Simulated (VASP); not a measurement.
# MgF2 (P4_2/mnm) in VASP: further runs

MgF2 is run at these levels: PBE0, PBE; tasks: single point.

All numbers are computed with VASP 6.6.1; they aren't measurements. Logs are shortened: lines on timing, memory, paths and dates and some standing lists are left out, and cuts for length are marked.

### 1 The cell of the first run

The structure is tetragonal, space group P4_2/mnm (No. 136). The conventional cell has a = 4.622 Å, b = 4.622 Å, c = 3.046 Å, α = 90.00°, β = 90.00°, γ = 90.00°. Within 2.6 Å of Mg (site symmetry mmm) lie 6 F at 1.98 to 1.99 Å. Within 2.6 Å of F (site symmetry m2m) lie 3 Mg at 1.98 to 1.99 Å and 1 F at 2.58 Å.

### 2 Single point, PBE0

File POSCAR:

```
MgF2
1.0
    4.6220159513      0.0000000000      0.0000000000
    0.0000000000      4.6220159513      0.0000000000
    0.0000000000      0.0000000000      3.0461118667
Mg F
2 4
Direct
    0.5000000000      0.5000000000      0.5000000000
    0.0000000000      0.0000000000      0.0000000000
    0.6970494155      0.6970494155      0.0000000000
    0.8029505845      0.1970494155      0.5000000000
    0.3029505845      0.3029505845      0.0000000000
    0.1970494155      0.8029505845      0.5000000000
```

File INCAR.step1:

```
  PREC = Accurate
  ENCUT = 520
  EDIFF = 1E-5
  ISMEAR = 0
  SIGMA = 0.01
  LREAL = F
  LASPH = T
  NELM = 120
  ALGO = Normal
  ISIF = 2
  LWAVE = T
  LCHARG = F
  GGA = PE
  NBANDS = 25
  GGA_COMPAT = F
  KPAR = 4
```

File INCAR.step2:

```
  PREC = Accurate
  ENCUT = 520
  EDIFF = 1E-6
  ISMEAR = 0
  SIGMA = 0.01
  LREAL = F
  LASPH = T
  NELM = 120
  ALGO = Normal
  ISIF = 2
  LWAVE = F
  LCHARG = F
  GGA = PE
  LHFCALC = T
  AEXX = 0.25
  PRECFOCK = Normal
  ISTART = 1
  NBANDS = 25
  GGA_COMPAT = F
  KPAR = 4
```

File KPOINTS:

```
Automatic mesh
0
Gamma
  4 4 6
```

Potentials or basis: VASP PAW PBE potentials, release 64 (Mg, F).

Launch:

```sh
> cat potpaw_PBE.64/Mg/POTCAR potpaw_PBE.64/F/POTCAR > POTCAR
> cp INCAR.step1 INCAR
> mpirun -np 4 vasp_std > vasp.out
> cp INCAR.step2 INCAR
> mpirun -np 4 vasp_std > vasp.out
```

OUTCAR:

```text
PREC = Accurate
   ENCUT = 520
   EDIFF = 1E-6
   ISMEAR = 0
   LREAL = F
   LASPH = T
   NELM = 120
   ISIF = 2
   GGA = PE
   LHFCALC = T
   AEXX = 0.25
   PRECFOCK = Normal
   ISTART = 1

 ion  position               nearest neighbor table
   1  0.500  0.500  0.500-   4 1.98   6 1.98   5 1.99   3 1.99   3 1.99   5 1.99   2 3.61   2 3.61
                             2 3.61   2 3.61   2 3.61   2 3.61   2 3.61   2 3.61
   2  0.000  0.000  0.000-   3 1.98   5 1.98   4 1.99   6 1.99   4 1.99   6 1.99   1 3.61   1 3.61
                             1 3.61   1 3.61   1 3.61   1 3.61   1 3.61   1 3.61
   3  0.697  0.697  0.000-   2 1.98   1 1.99   1 1.99
   4  0.803  0.197  0.500-   1 1.98   2 1.99   2 1.99
   5  0.303  0.303  0.000-   2 1.98   1 1.99   1 1.99
   6  0.197  0.803  0.500-   1 1.98   2 1.99   2 1.99

  LATTYP: Found a simple tetragonal cell.
 ALAT       =     4.6220159513
 C/A-ratio  =     0.6590439970

  Lattice vectors:

 A1 = (   4.6220159513,   0.0000000000,   0.0000000000)
 A2 = (   0.0000000000,   4.6220159513,   0.0000000000)
 A3 = (   0.0000000000,   0.0000000000,   3.0461118667)

Analysis of symmetry for initial positions (statically):
=====================================================================
 Subroutine PRICEL returns:
 Original cell was already a primitive cell.

 Routine SETGRP: Setting up the symmetry group for a
 simple tetragonal supercell.

 Subroutine GETGRP returns: Found 16 space group operations
 (whereof  8 operations were pure point group operations)
 out of a pool of 16 trial point group operations.

The static configuration has the point symmetry D_2h.
 The point group associated with its full space group is D_4h.

Analysis of symmetry for dynamics (positions and initial velocities):
=====================================================================
 Subroutine PRICEL returns:
 Original cell was already a primitive cell.

 Routine SETGRP: Setting up the symmetry group for a
 simple tetragonal supercell.

 Subroutine GETGRP returns: Found 16 space group operations
 (whereof  8 operations were pure point group operations)
 out of a pool of 16 trial point group operations.

The dynamic configuration has the point symmetry D_2h.
 The point group associated with its full space group is D_4h.

 Subroutine INISYM returns: Found 16 space group operations
 (whereof  8 operations are pure point group operations),
 and found     1 'primitive' translations

----------------------------------------------------------------------------------------

                                     Primitive cell

  volume of cell :      65.0742

  direct lattice vectors                    reciprocal lattice vectors
     4.622015951  0.000000000  0.000000000     0.216355809  0.000000000  0.000000000
     0.000000000  4.622015951  0.000000000     0.000000000  0.216355809  0.000000000
     0.000000000  0.000000000  3.046111867     0.000000000  0.000000000  0.328287352

  length of vectors
     4.622015951  4.622015951  3.046111867     0.216355809  0.216355809  0.328287352

  position of ions in fractional coordinates (direct lattice)
     0.500000000  0.500000000  0.500000000
     0.000000000  0.000000000  0.000000000
     0.697049415  0.697049415  0.000000000
     0.802950585  0.197049415  0.500000000
     0.302950585  0.302950585  0.000000000
     0.197049415  0.802950585  0.500000000

  ion indices of the primitive-cell ions
   primitive index   ion index
                 1           1
                 2           2
                 3           3
                 4           4
                 5           5
                 6           6

----------------------------------------------------------------------------------------

 KPOINTS: Automatic mesh

Automatic generation of k-mesh.
 Grid dimensions read from file:
 generate k-points for:    4    4    6

 Generating k-lattice:

  Cartesian coordinates                     Fractional coordinates (reciprocal lattice)
     0.054088952  0.000000000  0.000000000     0.250000000  0.000000000  0.000000000
     0.000000000  0.054088952  0.000000000     0.000000000  0.250000000  0.000000000
     0.000000000  0.000000000  0.054714559     0.000000000  0.000000000  0.166666667

  Length of vectors
     0.054088952  0.054088952  0.054714559

  Shift w.r.t. Gamma in fractional coordinates (k-lattice)
     0.000000000  0.000000000  0.000000000

 Subroutine IBZKPT returns following result:
 ===========================================

 Found     24 irreducible k-points:

 Following reciprocal coordinates:
            Coordinates               Weight
  0.000000  0.000000  0.000000      1.000000
  0.250000  0.000000  0.000000      4.000000
  0.500000  0.000000  0.000000      2.000000
  0.250000  0.250000  0.000000      4.000000
  0.500000  0.250000  0.000000      4.000000
  0.500000  0.500000  0.000000      1.000000
[... 16 lines left out ...]
  0.500000  0.250000  0.500000      4.000000
  0.500000  0.500000  0.500000      1.000000
   k-points           NKPTS =     24   k-points in BZ     NKDIM =     96   number of bands    NBANDS=     25
   number of dos      NEDOS =    301   number of ions     NIONS =      6
   total plane-waves  NPLWV =  31104
   dimension x,y,z NGX =    36 NGY =   36 NGZ =   24
   dimension x,y,z NGXF=    72 NGYF=   72 NGZF=   48
   ions per type =               2   4
   NGX,Y,Z   is equivalent  to a cutoff of  12.95, 12.95, 13.10 a.u.
   NGXF,Y,Z  is equivalent  to a cutoff of  25.90, 25.90, 26.20 a.u.
 SYSTEM =  unknown system
   PREC   = accura    normal or accurate (medium, high low for compatibility)
   ISTART =      1    job   : 0-new  1-cont  2-samecut
   ICHARG =      0    charge: 1-file 2-atom 10-const
   ISPIN  =      1    spin polarized calculation?
   LNONCOLLINEAR =      F non collinear calculations
   LSORBIT =      F    spin-orbit coupling
   LASPH  =      T    aspherical Exc in radial PAW
   ENCUT  =  520.0 eV  38.22 Ry    6.18 a.u.   8.59  8.59  5.66*2*pi/ulx,y,z
   NELM   =    120;   NELMIN=  2; NELMDL=  0     # of ELM steps
   EDIFF  = 0.1E-05   stopping-criterion for ELM
   LREAL  =      F    real-space projection
   EDIFFG = 0.1E-04   stopping-criterion for IOM
   NSW    =      0    number of steps for IOM
   IBRION =     -1    ionic relax: 0-MD 1-quasi-New 2-CG
   NFREE  =      0    steps in history (QN), initial steepest desc. (CG)
   ISIF   =      2    stress and relaxation
   ISYM   =      3    0-nonsym 1-usesym 2-fastsym
   POTIM  = 0.5000    time-step for ionic-motion
   TEBEG  =    0.0;   TEEND  =   0.0 temperature during run
   PSTRESS=    0.0 pullay stress
   NELECT =      32.0000    total number of electrons
   NUPDOWN=      -1.0000    fix difference up-down
   EMIN   =  10.00;   EMAX   =-10.00  energy-range for DOS
   EFERMI =   0.00;   METHOD = LEGACY
   ISMEAR =     0;   SIGMA  =   0.01  broadening in eV -4-tet -1-fermi 0-gaus
   EFERMI_NEDOS =   21; number of points for ismear=-14 and -15
   IALGO  =     38    algorithm
   IMIX   =      1    mixing-type and parameters
     AMIX     =   0.40;   BMIX     =  1.00
     AMIX_MAG =   1.60;   BMIX_MAG =  1.00
  volume/ion in A,a.u.               =      10.85        73.19
  Fermi-wavevector in a.u.,A,eV,Ry     =   1.292177  2.441860 22.717929  1.669721
  Thomas-Fermi vector in A             =   2.423901
   LORBIT       =      0    0 simple, 1 ext, 2 COOP (PROOUT), +10 PAW based schemes
   GGA     = PE    functional components
   LHFCALC =     T    Hartree Fock is set to
   PRECFOCK=normal    Normal, Fast or Accurate (Low or Medium for compatibility)
   ENCUT4O =  -1.0   cutoff for four orbital integrals eV
   NKREDX  =     1    reduce k-point grid by
   NKREDY  =     1    reduce k-point grid by
   NKREDZ  =     1    reduce k-point grid by
   AEXX    =    0.2500 exact exchange contribution
   HFSCREEN=    0.0000 screening length (either q_TF or 0.3 A-1)
   HFSCREENC=   0.0000 screening length for correlation (either q_TF or 0.3 A-1)
   ENCUTFOCK=  -1.0 apply spherical cutoff to Coloumb kernel
   IVDW    =     0    specifies the selected vdW correction
   LEPSILON=     F    determine dielectric tensor
   LRPA    =     F    only Hartree local field effects (RPA)
 non-spin polarized calculation
 Gauss-broadening in eV      SIGMA  =   0.01
  energy-cutoff  :      520.00
  volume of cell :       65.07
 maximum number of plane-waves:      1772
 NGX is ok and might be reduce to    36
  NGX = 28; NGY = 28; NGZ = 18

 number of electron      32.0000031 magnetization

 Free energy of the ion-electron system (eV)
  ---------------------------------------------------
  ext. energy  EPLUGINS =         0.00000000
  ---------------------------------------------------
  free energy    TOTEN  =       -39.73903973 eV

  energy without entropy =      -39.73903973  energy(sigma->0) =      -39.73903973

 E-fermi :  -3.3151     XC(G=0):  -7.6128

 val. band max:       -3.3876380140   @ k =   0.0000   0.0000   0.0000
 cond. band min:       6.7929923894   @ k =   0.0000   0.0000   0.0000
 fundamental gap:     10.1806304034
 Fermi energy:        -3.3150780196

 k-point     1 :       0.0000    0.0000    0.0000
  band No.  band energies     occupation
      1     -25.7071      2.00000
      2     -24.8727      2.00000
      3     -24.8727      2.00000
      4     -24.7740      2.00000
      5      -7.5845      2.00000
      6      -6.0033      2.00000
[... 17 lines left out ...]
     24      18.6702      0.00000
     25      18.6702      0.00000

 k-point     2 :       0.2500    0.0000    0.0000
  band No.  band energies     occupation
      1     -25.6049      2.00000
      2     -25.0449      2.00000
      3     -24.8444      2.00000
      4     -24.7451      2.00000
      5      -7.3512      2.00000
      6      -6.1266      2.00000
[... 17 lines left out ...]
     24      18.1124      0.00000
     25      18.6646      0.00000
[... 586 lines left out ...]
     24      15.6335      0.00000
     25      17.3636      0.00000

 k-point    24 :       0.5000    0.5000    0.5000
  band No.  band energies     occupation
      1     -25.0284      2.00000
      2     -25.0284      2.00000
      3     -24.8345      2.00000
      4     -24.8345      2.00000
      5      -7.2589      2.00000
      6      -7.2589      2.00000
[... 17 lines left out ...]
     24      15.1934      0.00000
     25      17.9685      0.00000

------------------------ aborting loop because EDIFF is reached ----------------------------------------

  FORCE on cell =-STRESS in cart. coord.  units (eV):
  Direction    XX          YY          ZZ          XY          YZ          ZX
  --------------------------------------------------------------------------------------
  -------------------------------------------------------------------------------------
  Total        0.2521008      0.2521008      0.2321533     -0.0000000      0.0000000      0.0000000
  in kB        6.2069185      6.2069185      5.7157956     -0.0000000      0.0000000      0.0000000
  external PRESSURE =       6.0432109 kB  Pullay stress =       0.0000000 kB

 VOLUME and BASIS-vectors are now :
 -----------------------------------------------------------------------------
  energy-cutoff  :      520.00
  volume of cell :       65.07
      direct lattice vectors                 reciprocal lattice vectors
     4.622015951  0.000000000  0.000000000     0.216355809  0.000000000  0.000000000
     0.000000000  4.622015951  0.000000000     0.000000000  0.216355809  0.000000000
     0.000000000  0.000000000  3.046111867     0.000000000  0.000000000  0.328287352

 POSITION                                       TOTAL-FORCE (eV/Angst)
 -----------------------------------------------------------------------------------
      2.31101      2.31101      1.52306         0.000000      0.000000     -0.000000
      0.00000      0.00000      0.00000         0.000000      0.000000     -0.000000
      3.22177      3.22177      0.00000        -0.011886     -0.011886      0.000000
      3.71125      0.91077      1.52306         0.011886     -0.011886     -0.000000
      1.40024      1.40024      0.00000         0.011886      0.011886     -0.000000
      0.91077      3.71125      1.52306        -0.011886      0.011886     -0.000000
 -----------------------------------------------------------------------------------
    total drift:                                0.000000      0.000000      0.000000

  FREE ENERGIE OF THE ION-ELECTRON SYSTEM (eV)
  ---------------------------------------------------
  free  energy   TOTEN  =       -39.7390397323 eV

  energy  without entropy=      -39.7390397323  energy(sigma->0) =      -39.73903973
```

It took 17 min on 4 MPI ranks of Intel Xeon 6975P-C (Granite Rapids), shared host; peak memory 0.21 GiB.

What came out:

- Free energy: -39.7390 eV
- Pressure: 0.6 GPa
- Largest force: 0.017 eV/Å
- Band gap on the k mesh: 10.18 eV

Forces in eV/Å, atoms in the order of the input:
```
Mg   0.000  0.000  0.000
Mg   0.000  0.000  0.000
F   -0.012 -0.012  0.000
F    0.012 -0.012  0.000
F    0.012  0.012  0.000
F   -0.012  0.012  0.000
```

Caveat: the PAW data sets were made with another functional, which shifts forces and pressure a little.

### 3 Single point, PBE

File INCAR:

```
SYSTEM = MgF2
  PREC = Accurate
  ENCUT = 600
  EDIFF = 1E-6
  ISMEAR = -1
  SIGMA = 0.02
  LREAL = .False.
  LASPH = .True.
  NELM = 120
  ALGO = Normal
  ISIF = 2
  LWAVE = .False.
  LCHARG = .False.
  GGA = PE
  NBANDS = 25
  GGA_COMPAT = .False.
```

File KPOINTS:

```
Automatic mesh
0
Gamma
  6 6 8
  0 0 0
```

POSCAR is that of step 2.

Potentials or basis: VASP PAW PBE potentials, release 64 (Mg, F).

Launch:

```sh
> cat potpaw_PBE.64/Mg/POTCAR potpaw_PBE.64/F/POTCAR > POTCAR
> mpirun -np 1 vasp_std > vasp.out
```

Run time: 70 s. Hardware: 1 thread of Intel Xeon Platinum 8259CL at 2.50GHz (Skylake/Cascade Lake), shared host; peak memory 0.23 GiB.

Results (log left out):

```
Free energy            : -31.5156 eV
Pressure               : 3.9 GPa
Largest force          : 0.026 eV/Å
Band gap on the k mesh : 7.12 eV
```

Forces in eV/Å, atoms in the order of the input:
```
Mg   0.000  0.000  0.000
Mg   0.000  0.000  0.000
F    0.018  0.018  0.000
F   -0.018  0.018  0.000
F   -0.018 -0.018  0.000
F    0.018 -0.018  0.000
```

Stress tensor (GPa, compression positive):
```
3.71 0.00 0.00
0.00 3.71 0.00
0.00 0.00 4.14
```

Levels at points of the mesh, in eV from the valence-band top:
```tsv
k point	band 13	band 14	band 15	band 16	band 17	band 18	band 19	band 20
(0.00, 0.00, 0.00)	-0.73	-0.32	-0.32	0.00	7.12	12.28	12.28	13.76
(0.50, 0.00, 0.00)	-0.98	-0.98	-0.38	-0.38	9.53	9.53	13.53	13.53
(0.50, 0.50, 0.00)	-0.95	-0.95	-0.78	-0.78	11.24	11.24	11.32	11.32
(0.00, 0.00, 0.50)	-1.15	-1.15	-0.86	-0.86	11.88	11.88	14.99	14.99
(0.50, 0.00, 0.50)	-0.74	-0.74	-0.67	-0.67	12.78	12.78	13.50	13.50
(0.50, 0.50, 0.50)	-0.61	-0.61	-0.48	-0.48	13.33	13.33	13.35	13.35
```

Caveat: the cell stands under pressure.
